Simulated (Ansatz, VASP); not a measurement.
## Two plane-wave programs on AlRu

```xyz
2
Lattice="2.9706 0.0236 -0.0897 0.0236 2.8629 0.0249 -0.0897 0.0249 3.0093" Properties=species:S:1:pos:R:3 pbc="T T T"
Al    0.0909   -0.0236   -0.0370
Ru    1.3614    1.4793    1.5092
```

Change from the starting cell: all atoms moved at random, cell strained at random.

Alike in both runs: task single point; functional PBEsol; k mesh 12 × 12 × 12; occupations gaussian, width 0.1 eV; no spin polarisation.

|  | VASP | Ansatz |
| --- | --- | --- |
| version | VASP 6.6.1 | Ansatz 0.2.0 |
| potentials or method | VASP PAW PBE potentials, release 64 (Al, Ru_pv), cutoff 520 eV | scalar-relativistic, plane waves, PAW |
| valence electrons in the cell | 17 | 19 |

VASP gave:

| Quantity | Value |
| --- | --- |
| gap on the k mesh at the Fermi level (eV) | none |
| pressure (GPa) | 11.5 |
| traceless stress, the component that is largest in VASP (GPa) | 6.69 |
| rms of the force components (eV/Å) | 0.973 |

Q: Estimate Ansatz's values.

A: gap on the k mesh at the Fermi level (eV): none; pressure (GPa): 11.3; traceless stress, the component that is largest in VASP (GPa): 6.69; rms of the force components (eV/Å): 0.964.

VASP's potentials were made for PBE, not for PBEsol. Atom by atom the forces differ by 0.010 eV/Å (rms over components). A gap of «none» marks a metal or a gap that the smearing closes. The functional is the same, so the differences come from potentials, cutoffs and numerics. VASP's potentials hold 17 valence electrons a cell and Ansatz's 19, so a difference there can come from the potentials and not from the codes.
